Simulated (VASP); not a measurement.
# Sc (Fm-3m) in VASP: a series of runs

Runs on Sc. Level: LDA. Tasks: single point.

All numbers are computed with VASP 6.6.1; they aren't measurements. Logs are shortened: lines on timing, memory, paths and dates and some standing lists are left out, and cuts for length are marked.

**1. The cell of the first run**

It takes space group Fm-3m (No. 225, cubic). Conventional cell: a = 4.685 Å, b = 4.685 Å, c = 4.685 Å, α = 90.00°, β = 90.00°, γ = 90.00°. Within 4.4 Å of Sc (site symmetry m-3m) lie 12 Sc at 3.31 Å.

**2. Single point, LDA (volume scaled by 1.02)**

INCAR reads:

```
PREC = Accurate
ENCUT = 520
EDIFF = 1E-7
ISMEAR = -1
SIGMA = 0.08
LREAL = False
LASPH = True
NELM = 80
ALGO = Normal
ISIF = 2
LWAVE = False
LCHARG = False
GGA = CA
NBANDS = 12
```

KPOINTS reads:

```
regular mesh
0
Gamma
  13 13 13
```

POSCAR reads:

```
Sc
1.0
    0.0000000000      2.3422562313      2.3422562313
    2.3422562313      0.0000000000      2.3422562313
    2.3422562313      2.3422562313      0.0000000000
Sc
1
Direct
    0.0000000000      0.0000000000      0.0000000000
```

Potentials or basis: VASP PAW LDA potentials, release 64 (Sc_sv).

Command:

```sh
> cat potpaw_LDA.64/Sc_sv/POTCAR > POTCAR
> mpirun -np 1 vasp_std > vasp.out
```

OUTCAR:

```text
PREC = Accurate
   ENCUT = 520
   EDIFF = 1E-7
   ISMEAR = -1
   LREAL = False
   LASPH = True
   NELM = 80
   ISIF = 2
   GGA = CA

 ion  position               nearest neighbor table
   1  0.000  0.000  0.000-

  LATTYP: Found a face centered cubic cell.
 ALAT       =     4.6845124626

  Lattice vectors:

 A1 = (   0.0000000000,   2.3422562313,   2.3422562313)
 A2 = (   2.3422562313,   0.0000000000,   2.3422562313)
 A3 = (   2.3422562313,   2.3422562313,   0.0000000000)

Analysis of symmetry for initial positions (statically):
=====================================================================
 Subroutine PRICEL returns:
 Original cell was already a primitive cell.

 Routine SETGRP: Setting up the symmetry group for a
 face centered cubic supercell.

 Subroutine GETGRP returns: Found 48 space group operations
 (whereof 48 operations were pure point group operations)
 out of a pool of 48 trial point group operations.

The static configuration has the point symmetry O_h .

Analysis of symmetry for dynamics (positions and initial velocities):
=====================================================================
 Subroutine PRICEL returns:
 Original cell was already a primitive cell.

 Routine SETGRP: Setting up the symmetry group for a
 face centered cubic supercell.

 Subroutine GETGRP returns: Found 48 space group operations
 (whereof 48 operations were pure point group operations)
 out of a pool of 48 trial point group operations.

The dynamic configuration has the point symmetry O_h .

 Subroutine INISYM returns: Found 48 space group operations
 (whereof 48 operations are pure point group operations),
 and found     1 'primitive' translations

----------------------------------------------------------------------------------------

                                     Primitive cell

  volume of cell :      25.7000

  direct lattice vectors                    reciprocal lattice vectors
     0.000000000  2.342256231  2.342256231    -0.213469386  0.213469386  0.213469386
     2.342256231  0.000000000  2.342256231     0.213469386 -0.213469386  0.213469386
     2.342256231  2.342256231  0.000000000     0.213469386  0.213469386 -0.213469386

  length of vectors
     3.312450529  3.312450529  3.312450529     0.369739823  0.369739823  0.369739823

  position of ions in fractional coordinates (direct lattice)
     0.000000000  0.000000000  0.000000000

  ion indices of the primitive-cell ions
   primitive index   ion index
                 1           1

----------------------------------------------------------------------------------------

 KPOINTS: regular mesh

Automatic generation of k-mesh.
 Grid dimensions read from file:
 generate k-points for:   13   13   13

 Generating k-lattice:

  Cartesian coordinates                     Fractional coordinates (reciprocal lattice)
    -0.016420722  0.016420722  0.016420722     0.076923077  0.000000000  0.000000000
     0.016420722 -0.016420722  0.016420722     0.000000000  0.076923077  0.000000000
     0.016420722  0.016420722 -0.016420722     0.000000000  0.000000000  0.076923077

  Length of vectors
     0.028441525  0.028441525  0.028441525

  Shift w.r.t. Gamma in fractional coordinates (k-lattice)
     0.000000000  0.000000000  0.000000000

 Subroutine IBZKPT returns following result:
 ===========================================

 Found     84 irreducible k-points:

 Following reciprocal coordinates:
            Coordinates               Weight
  0.000000  0.000000  0.000000      1.000000
  0.076923  0.000000  0.000000      8.000000
  0.153846  0.000000  0.000000      8.000000
  0.230769  0.000000  0.000000      8.000000
  0.307692  0.000000  0.000000      8.000000
  0.384615  0.000000  0.000000      8.000000
[... 16 lines left out ...]
  0.384615  0.153846  0.000000     24.000000
  0.461538  0.153846  0.000000     24.000000
 [... further k-points ...]
   k-points           NKPTS =     84   k-points in BZ     NKDIM =     84   number of bands    NBANDS=     12
   number of dos      NEDOS =    301   number of ions     NIONS =      1
   total plane-waves  NPLWV =  21952
   dimension x,y,z NGX =    28 NGY =   28 NGZ =   28
   dimension x,y,z NGXF=    56 NGYF=   56 NGZF=   56
   ions per type =               1
   NGX,Y,Z   is equivalent  to a cutoff of  14.05, 14.05, 14.05 a.u.
   NGXF,Y,Z  is equivalent  to a cutoff of  28.11, 28.11, 28.11 a.u.
 SYSTEM =  unknown system
   PREC   = accura    normal or accurate (medium, high low for compatibility)
   ISTART =      0    job   : 0-new  1-cont  2-samecut
   ICHARG =      2    charge: 1-file 2-atom 10-const
   ISPIN  =      1    spin polarized calculation?
   LNONCOLLINEAR =      F non collinear calculations
   LSORBIT =      F    spin-orbit coupling
   LASPH  =      T    aspherical Exc in radial PAW
   ENCUT  =  520.0 eV  38.22 Ry    6.18 a.u.   6.16  6.16  6.16*2*pi/ulx,y,z
   NELM   =     80;   NELMIN=  2; NELMDL= -5     # of ELM steps
   EDIFF  = 0.1E-06   stopping-criterion for ELM
   LREAL  =      F    real-space projection
   EDIFFG = 0.1E-05   stopping-criterion for IOM
   NSW    =      0    number of steps for IOM
   IBRION =     -1    ionic relax: 0-MD 1-quasi-New 2-CG
   NFREE  =      0    steps in history (QN), initial steepest desc. (CG)
   ISIF   =      2    stress and relaxation
   ISYM   =      2    0-nonsym 1-usesym 2-fastsym
   POTIM  = 0.5000    time-step for ionic-motion
   TEBEG  =    0.0;   TEEND  =   0.0 temperature during run
   PSTRESS=    0.0 pullay stress
   NELECT =      11.0000    total number of electrons
   NUPDOWN=      -1.0000    fix difference up-down
   EMIN   =  10.00;   EMAX   =-10.00  energy-range for DOS
   EFERMI =   0.00;   METHOD = LEGACY
   ISMEAR =    -1;   SIGMA  =   0.08  broadening in eV -4-tet -1-fermi 0-gaus
   EFERMI_NEDOS =   21; number of points for ismear=-14 and -15
   IALGO  =     38    algorithm
   IMIX   =      4    mixing-type and parameters
     AMIX     =   0.40;   BMIX     =  1.00
     AMIX_MAG =   1.60;   BMIX_MAG =  1.00
  volume/ion in A,a.u.               =      25.70       173.43
  Fermi-wavevector in a.u.,A,eV,Ry     =   1.233752  2.331454 20.710038  1.522145
  Thomas-Fermi vector in A             =   2.368470
   LORBIT       =      0    0 simple, 1 ext, 2 COOP (PROOUT), +10 PAW based schemes
   GGA     = CA    functional components
   LHFCALC =     F    Hartree Fock is set to
   AEXX    =    0.0000 exact exchange contribution
   IVDW    =     0    specifies the selected vdW correction
   LEPSILON=     F    determine dielectric tensor
   LRPA    =     F    only Hartree local field effects (RPA)
 non-spin polarized calculation
  energy-cutoff  :      520.00
  volume of cell :       25.70
 maximum number of plane-waves:       702
 NGX is ok and might be reduce to    28
   NGX = 13   NGY = 13   NGZ = 13

 number of electron      11.0000000 magnetization

 Free energy of the ion-electron system (eV)
  ---------------------------------------------------
  ext. energy  EPLUGINS =         0.00000000
  ---------------------------------------------------
  free energy    TOTEN  =        -6.63323759 eV

  energy without entropy =       -6.59025318  energy(sigma->0) =       -6.61174539

 E-fermi :   3.2810     XC(G=0):  -9.9699

 val. band max:        3.2800327079   @ k =  -0.4615   0.3077   0.1538
 cond. band min:       3.2822812320   @ k =  -0.3077   0.3077   0.0000
 fundamental gap:      0.0022485241
 Fermi energy:         3.2810082097

 k-point     1 :       0.0000    0.0000    0.0000
  band No.  band energies     occupation
      1     -45.6579      2.00000
      2     -24.4315      2.00000
      3     -24.4315      2.00000
      4     -24.4315      2.00000
      5      -1.7805      2.00000
      6       4.7455      0.00000
      7       4.7455      0.00000
      8       4.7455      0.00000
      9       6.0388      0.00000
     10       6.0388      0.00000
     11      15.6653      0.00000
     12      18.7952      0.00000

 k-point     2 :       0.0769    0.0000    0.0000
  band No.  band energies     occupation
      1     -45.6549      2.00000
      2     -24.4524      2.00000
      3     -24.4342      2.00000
      4     -24.4342      2.00000
      5      -1.6356      2.00000
      6       4.6435      0.00000
      7       4.7980      0.00000
      8       4.7980      0.00000
      9       6.0037      0.00000
     10       6.0037      0.00000
     11      15.7706      0.00000
     12      17.6850      0.00000

 k-point     3 :       0.1538    0.0000    0.0000
  band No.  band energies     occupation
      1     -45.6466      2.00000
      2     -24.5099      2.00000
      3     -24.4417      2.00000
      4     -24.4417      2.00000
      5      -1.2149      2.00000
      6       4.3794      0.00000
      7       4.9116      0.00000
      8       4.9116      0.00000
      9       5.9530      0.00000
     10       5.9530      0.00000
     11      15.3972      0.00000
     12      16.4873      0.00000
[... 286 lines left out ...]
 k-point    23 :       0.3846    0.1538    0.0000
  band No.  band energies     occupation
      1     -45.6121      2.00000
      2     -24.6934      2.00000
      3     -24.5000      2.00000
      4     -24.4937      2.00000
      5       0.9036      2.00000
      6       3.4535      0.20758
      7       4.4640      0.00000
      8       5.1754      0.00000
      9       6.4319      0.00000
     10       6.7684      0.00000
     11      11.6546      0.00000
     12      15.5439      0.00000

 k-point    24 :       0.4615    0.1538    0.0000
  band No.  band energies     occupation
      1     -45.6040      2.00000
      2     -24.7407      2.00000
      3     -24.5171      2.00000
      4     -24.4969      2.00000
      5       1.6128      2.00000
      6       3.2743      1.04185
      7       4.3430      0.00000
      8       5.0605      0.00000
      9       6.9247      0.00000
     10       7.0146      0.00000
     11      10.2248      0.00000
     12      14.9898      0.00000

 [... further k-points ...]
[... 5 lines left out ...]
  --------------------------------------------------------------------------------------
  -------------------------------------------------------------------------------------
  Total       -1.0106830     -1.0106830     -1.0106830      0.0000000      0.0000000     -0.0000000
  in kB      -63.0075150    -63.0075150    -63.0075150      0.0000000      0.0000000     -0.0000000
  external PRESSURE =     -63.0075150 kB  Pullay stress =       0.0000000 kB

 VOLUME and BASIS-vectors are now :
 -----------------------------------------------------------------------------
  energy-cutoff  :      520.00
  volume of cell :       25.70
      direct lattice vectors                 reciprocal lattice vectors
     0.000000000  2.342256231  2.342256231    -0.213469386  0.213469386  0.213469386
     2.342256231  0.000000000  2.342256231     0.213469386 -0.213469386  0.213469386
     2.342256231  2.342256231  0.000000000     0.213469386  0.213469386 -0.213469386

 POSITION                                       TOTAL-FORCE (eV/Angst)
 -----------------------------------------------------------------------------------
      0.00000      0.00000      0.00000        -0.000000      0.000000      0.000000
 -----------------------------------------------------------------------------------
    total drift:                               -0.000000     -0.000000     -0.000000

  FREE ENERGIE OF THE ION-ELECTRON SYSTEM (eV)
  ---------------------------------------------------
  free  energy   TOTEN  =        -6.6332375918 eV

  energy  without entropy=       -6.5902531826  energy(sigma->0) =       -6.61174539
```

It used 58 s of CPU time on 1 thread of AMD EPYC 7R13 Processor (Zen 3), on a shared host.

Results:

| Item | Value |
| --- | --- |
| Free energy | -6.6332 eV |
| Pressure | -6.3 GPa |

**3. Single point, LDA (volume scaled by 1.06)**

INCAR reads:

```
PREC     = Accurate       # precision mode
ENCUT    = 520            # plane-wave cutoff, eV
EDIFF    = 1E-6           # SCF threshold, eV
ISMEAR   = -1             # smearing method
SIGMA    = 0.08           # smearing width, eV
LREAL    = F              # projectors in reciprocal space
LASPH    = T              # aspherical terms in the spheres
NELM     = 80             # most SCF steps
ALGO     = Normal         # electronic algorithm
ISIF     = 2              # what is computed and relaxed
LWAVE    = F              # write WAVECAR
LCHARG   = T              # write CHGCAR
GGA      = CA             # functional
LELF     = T              # ELF
LVHAR    = T            
NBANDS   = 12             # bands
```

KPOINTS is that of step 2.

POSCAR reads:

```
Sc
1.0
    0.0000000000      2.3724822261      2.3724822261
    2.3724822261      0.0000000000      2.3724822261
    2.3724822261      2.3724822261      0.0000000000
Sc
1
Direct
    0.0000000000      0.0000000000      0.0000000000
```

Potentials or basis: VASP PAW LDA potentials, release 64 (Sc_sv).

Command:

```sh
> cat potpaw_LDA.64/Sc_sv/POTCAR > POTCAR
> mpirun -np 1 vasp_std > vasp.out
```

It used 42 s of CPU time on 1 thread of AMD EPYC 7R13 Processor (Zen 3), on a shared host.

The run converged. Its results:

```yaml
Free_energy: -6.5898 eV
Pressure: -7.6 GPa
```

Levels at points of the mesh, in eV from the Fermi level:
```tsv
k point	band 3	band 4	band 5	band 6	band 7	band 8
(0.00, 0.00, 0.00)	-27.83	-27.83	-4.98	1.41	1.41	1.41
```
